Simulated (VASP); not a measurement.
# ZrC in VASP: notebook, part 2 of 3

VASP 6.6.1. The steps go on from the part before.

### 3 Electric field gradients, PBEsol (volume scaled by 0.98)

Contents of INCAR:

```
SYSTEM = ZrC
  PREC = Accurate
  ENCUT = 520
  EDIFF = 1E-8
  ISMEAR = -1
  SIGMA = 0.05
  LREAL = .False.
  LASPH = .True.
  NELM = 100
  ALGO = Normal
  ISIF = 2
  LWAVE = .False.
  LCHARG = .False.
  GGA = PS
  LEFG = .True.
  NBANDS = 15
```

Contents of KPOINTS:

```
Automatic mesh
0
Gamma
  15 15 15
  0 0 0
```

Contents of POSCAR:

```
ZrC
1.0
    0.0000000000      2.3344363032      2.3344363032
    2.3344363032      0.0000000000      2.3344363032
    2.3344363032      2.3344363032      0.0000000000
Zr C
1 1
Direct
    0.5000000000      0.5000000000      0.5000000000
    0.0000000000      0.0000000000      0.0000000000
```

Potentials or basis: VASP PAW PBE potentials, release 64 (Zr_sv, C).

Command:

```console
$ cat potpaw_PBE.64/Zr_sv/POTCAR potpaw_PBE.64/C/POTCAR > POTCAR
$ mpirun -np 1 vasp_std > vasp.out
```

OUTCAR:

```text
SYSTEM = ZrC
   PREC = Accurate
   ENCUT = 520
   EDIFF = 1E-8
   ISMEAR = -1
   LREAL = .False.
   LASPH = .True.
   NELM = 100
   ISIF = 2
   GGA = PS

 ion  position               nearest neighbor table
   1  0.500  0.500  0.500-   2 2.33   2 2.33   2 2.33   2 2.33   2 2.33   2 2.33
   2  0.000  0.000  0.000-   1 2.33   1 2.33   1 2.33   1 2.33   1 2.33   1 2.33

  LATTYP: Found a face centered cubic cell.
 ALAT       =     4.6688726064

  Lattice vectors:

 A1 = (   0.0000000000,   2.3344363032,   2.3344363032)
 A2 = (   2.3344363032,   0.0000000000,   2.3344363032)
 A3 = (   2.3344363032,   2.3344363032,   0.0000000000)

Analysis of symmetry for initial positions (statically):
=====================================================================
 Subroutine PRICEL returns:
 Original cell was already a primitive cell.

 Routine SETGRP: Setting up the symmetry group for a
 face centered cubic supercell.

 Subroutine GETGRP returns: Found 48 space group operations
 (whereof 48 operations were pure point group operations)
 out of a pool of 48 trial point group operations.

The static configuration has the point symmetry O_h .

Analysis of symmetry for dynamics (positions and initial velocities):
=====================================================================
 Subroutine PRICEL returns:
 Original cell was already a primitive cell.

 Routine SETGRP: Setting up the symmetry group for a
 face centered cubic supercell.

 Subroutine GETGRP returns: Found 48 space group operations
 (whereof 48 operations were pure point group operations)
 out of a pool of 48 trial point group operations.

The dynamic configuration has the point symmetry O_h .
[... 166 lines left out ...]
     11      10.7899      0.00000
     12      12.5906      0.00000
     13      12.5906      0.00000
     14      17.2524      0.00000
[... 401 lines left out ...]
      2     -16.1633      2.00000
      3     -15.9739      2.00000
      4     -15.9639      2.00000
      5      -0.8089      2.00000
      6       7.3362      2.00000
      7       8.9951      2.00000
      8       9.2643      1.99976
      9      10.2577      0.00004
     10      12.7154      0.00000
     11      13.1250      0.00000
     12      13.7788      0.00000
     13      15.7649      0.00000
     14      19.3234      0.00000
     15      22.3924      0.00000

 [... further k-points ...]
[... 5 lines left out ...]
  --------------------------------------------------------------------------------------
  -------------------------------------------------------------------------------------
  Total        0.0602841      0.0602841      0.0602841     -0.0000000     -0.0000000      0.0000000
  in kB        3.7960963      3.7960963      3.7960963     -0.0000000     -0.0000000      0.0000000
  external PRESSURE =       3.7960963 kB  Pullay stress =       0.0000000 kB

 VOLUME and BASIS-vectors are now :
 -----------------------------------------------------------------------------
  energy-cutoff  :      520.00
  volume of cell :       25.44
      direct lattice vectors                 reciprocal lattice vectors
     0.000000000  2.334436303  2.334436303    -0.214184469  0.214184469  0.214184469
     2.334436303  0.000000000  2.334436303     0.214184469 -0.214184469  0.214184469
     2.334436303  2.334436303  0.000000000     0.214184469  0.214184469 -0.214184469

 POSITION                                       TOTAL-FORCE (eV/Angst)
 -----------------------------------------------------------------------------------
      2.33444      2.33444      2.33444         0.000000     -0.000000     -0.000000
      0.00000      0.00000      0.00000        -0.000000      0.000000      0.000000
 -----------------------------------------------------------------------------------
    total drift:                                0.000000      0.000000      0.000000

  FREE ENERGIE OF THE ION-ELECTRON SYSTEM (eV)
  ---------------------------------------------------
  free  energy   TOTEN  =       -20.5741858875 eV

  energy  without entropy=      -20.5717322002  energy(sigma->0) =      -20.57295904

 Electric field gradients (V/A^2)
---------------------------------------------------------------------
 ion       V_xx      V_yy      V_zz      V_xy      V_xz      V_yz
---------------------------------------------------------------------
   1      -0.000     0.000    -0.000    -0.000    -0.000    -0.000
   2       0.000     0.000     0.000    -0.000    -0.000    -0.000
---------------------------------------------------------------------

 Electric field gradients after diagonalization (V/A^2)
 (convention: |V_zz| > |V_xx| > |V_yy|)
----------------------------------------------------------------------
 ion       V_xx      V_yy      V_zz     asymmetry (V_yy - V_xx)/ V_zz
----------------------------------------------------------------------
   1       0.000     0.000    -0.000       0.000
   2       0.000     0.000    -0.000       0.000
----------------------------------------------------------------------

           NMR quadrupolar parameters

 Cq : quadrupolar parameter    Cq=e*Q*V_zz/h
 eta: asymmetry parameters     (V_yy - V_xx)/ V_zz
 Q  : nuclear electric quadrupole moment in mb (millibarn)
----------------------------------------------------------------------
 ion       Cq(MHz)       eta       Q (mb)
----------------------------------------------------------------------
   1      -0.000       0.000       1.000
   2      -0.000       0.000       1.000
----------------------------------------------------------------------
```

OSZICAR:

```text
N       E                     dE             d eps       ncg     rms          rms(c)
DAV:   1     0.983905019832E+02    0.98391E+02   -0.86066E+03  3600   0.108E+03
DAV:   2    -0.176997819705E+02   -0.11609E+03   -0.10868E+03  4622   0.287E+02
DAV:   3    -0.236479497265E+02   -0.59482E+01   -0.59117E+01  5806   0.547E+01
DAV:   4    -0.237791577216E+02   -0.13121E+00   -0.13113E+00  4483   0.593E+00
DAV:   5    -0.237809655792E+02   -0.18079E-02   -0.18078E-02  4716   0.575E-01    0.217E+01
DAV:   6    -0.206875572446E+02    0.30934E+01   -0.55670E+00  4276   0.218E+01    0.799E+00
DAV:   7    -0.205966894565E+02    0.90868E-01   -0.56110E-01  4165   0.553E+00    0.667E+00
DAV:   8    -0.206030486900E+02   -0.63592E-02   -0.29239E-01  4428   0.398E+00    0.441E+00
DAV:   9    -0.205747195100E+02    0.28329E-01   -0.49343E-02  3971   0.152E+00    0.668E-01
DAV:  10    -0.205742181930E+02    0.50132E-03   -0.47295E-03  4699   0.597E-01    0.169E-01
DAV:  11    -0.205741917400E+02    0.26453E-04   -0.23052E-04  4006   0.150E-01    0.467E-02
DAV:  12    -0.205741865273E+02    0.52127E-05   -0.48112E-06  4613   0.188E-02    0.792E-03
DAV:  13    -0.205741859632E+02    0.56407E-06   -0.12093E-06  4379   0.706E-03    0.281E-03
DAV:  14    -0.205741858895E+02    0.73770E-07   -0.63968E-08  4216   0.172E-03    0.482E-04
DAV:  15    -0.205741858875E+02    0.19245E-08   -0.41287E-09  3206   0.519E-04
   1 F= -.20574186E+02 E0= -.20572959E+02  d E =-.245369E-02
```

stdout:

```text
POSCAR found type information on POSCAR ZrC
 POSCAR found :  2 types and       2 ions
 scaLAPACK will be used
 -----------------------------------------------------------------------------
|                                                                             |
|                                                                             |
|     You enforced a specific xc type in the INCAR file but a different       |
|     I HOPE YOU KNOW WHAT YOU ARE DOING!                                     |
|                                                                             |
 -----------------------------------------------------------------------------

 LDA part: xc-table for (Slater+PW92), standard interpolation
 POSCAR, INCAR and KPOINTS ok, starting setup
 FFT: planning ... GRIDC
 FFT: planning ... GRID_SOFT
 FFT: planning ... GRID
 WAVECAR not read
 entering main loop
ion   1

ion   2
```

It took 55 s on 1 thread of Intel Xeon Platinum 8488C (Sapphire Rapids), shared host; peak memory 0.19 GiB.

What came out:

| Item | Value |
| --- | --- |
| Free energy | -20.5742 eV |
| Pressure | 0.4 GPa |
| Band gap on the k mesh | zero (band 8 reaches 10.68 eV, above the bottom of band 9 at 9.36 eV) |

Caveat: without QUAD_EFG the Cq values of the log hold for a quadrupole moment of 1 mb, not for the nuclei; the PAW data sets were made with another functional, which shifts forces and pressure a little.

### 4 Electric field gradients, PBEsol (volume scaled by 0.98)

Contents of INCAR:

```
ALGO     = Normal         # electronic algorithm
EDIFF    = 1E-8           # SCF threshold, eV
ENCUT    = 520            # plane-wave cutoff, eV
GGA      = PS             # functional
ISIF     = 2              # what is computed and relaxed
ISMEAR   = -1             # smearing method
LASPH    = True           # aspherical terms in the spheres
LCHARG   = False          # write CHGCAR
LEFG     = True         
LREAL    = False          # projectors in reciprocal space
LWAVE    = False          # write WAVECAR
NBANDS   = 15             # bands
NELM     = 60             # most SCF steps
PREC     = Accurate       # precision mode
SIGMA    = 0.05           # smearing width, eV
```

Contents of KPOINTS:

```
k-points
0
Gamma
  15 15 15
```

POSCAR is that of step 3.

Potentials or basis: VASP PAW PBE potentials, release 64 (Zr_sv, C).

Command:

```console
$ cat potpaw_PBE.64/Zr_sv/POTCAR potpaw_PBE.64/C/POTCAR > POTCAR
$ mpirun -np 1 vasp_std > vasp.out
```

OUTCAR:

```text
EDIFF = 1E-8
   ENCUT = 520
   GGA = PS
   ISIF = 2
   ISMEAR = -1
   LASPH = True
   LREAL = False
   NELM = 60
   PREC = Accurate

 ion  position               nearest neighbor table
   1  0.500  0.500  0.500-   2 2.33   2 2.33   2 2.33   2 2.33   2 2.33   2 2.33
   2  0.000  0.000  0.000-   1 2.33   1 2.33   1 2.33   1 2.33   1 2.33   1 2.33

  LATTYP: Found a face centered cubic cell.
 ALAT       =     4.6688726064

  Lattice vectors:

 A1 = (   0.0000000000,   2.3344363032,   2.3344363032)
 A2 = (   2.3344363032,   0.0000000000,   2.3344363032)
 A3 = (   2.3344363032,   2.3344363032,   0.0000000000)

Analysis of symmetry for initial positions (statically):
[... 642 lines left out ...]
  free  energy   TOTEN  =       -20.5741858875 eV

  energy  without entropy=      -20.5717322002  energy(sigma->0) =      -20.57295904

 Electric field gradients (V/A^2)
---------------------------------------------------------------------
 ion       V_xx      V_yy      V_zz      V_xy      V_xz      V_yz
---------------------------------------------------------------------
   1      -0.000     0.000    -0.000    -0.000    -0.000    -0.000
   2       0.000     0.000     0.000    -0.000    -0.000    -0.000
---------------------------------------------------------------------

 Electric field gradients after diagonalization (V/A^2)
 (convention: |V_zz| > |V_xx| > |V_yy|)
----------------------------------------------------------------------
 ion       V_xx      V_yy      V_zz     asymmetry (V_yy - V_xx)/ V_zz
----------------------------------------------------------------------
   1       0.000     0.000    -0.000       0.000
   2       0.000     0.000    -0.000       0.000
----------------------------------------------------------------------

           NMR quadrupolar parameters

 Cq : quadrupolar parameter    Cq=e*Q*V_zz/h
 eta: asymmetry parameters     (V_yy - V_xx)/ V_zz
 Q  : nuclear electric quadrupole moment in mb (millibarn)
----------------------------------------------------------------------
 ion       Cq(MHz)       eta       Q (mb)
----------------------------------------------------------------------
   1      -0.000       0.000       1.000
   2      -0.000       0.000       1.000
----------------------------------------------------------------------
```

stdout:

```text
POSCAR found type information on POSCAR ZrC
 POSCAR found :  2 types and       2 ions
 scaLAPACK will be used
 -----------------------------------------------------------------------------
|                                                                             |
|                                                                             |
|     You enforced a specific xc type in the INCAR file but a different       |
|     I HOPE YOU KNOW WHAT YOU ARE DOING!                                     |
|                                                                             |
 -----------------------------------------------------------------------------

 LDA part: xc-table for (Slater+PW92), standard interpolation
 POSCAR, INCAR and KPOINTS ok, starting setup
 FFT: planning ... GRIDC
 FFT: planning ... GRID_SOFT
 FFT: planning ... GRID
 WAVECAR not read
 entering main loop
ion   1

ion   2
```

Run time: 56 s. Hardware: 1 thread of Intel Xeon Platinum 8488C (Sapphire Rapids), shared host; peak memory 0.19 GiB.

Results:

```
Free energy            : -20.5742 eV
Pressure               : 0.4 GPa
Band gap on the k mesh : zero (band 8 reaches 10.68 eV, above the bottom of band 9 at 9.36 eV)
```

Caveat: without QUAD_EFG the Cq values of the log hold for a quadrupole moment of 1 mb, not for the nuclei; the PAW data sets were made with another functional, which shifts forces and pressure a little.

[end of part 2 of 3]
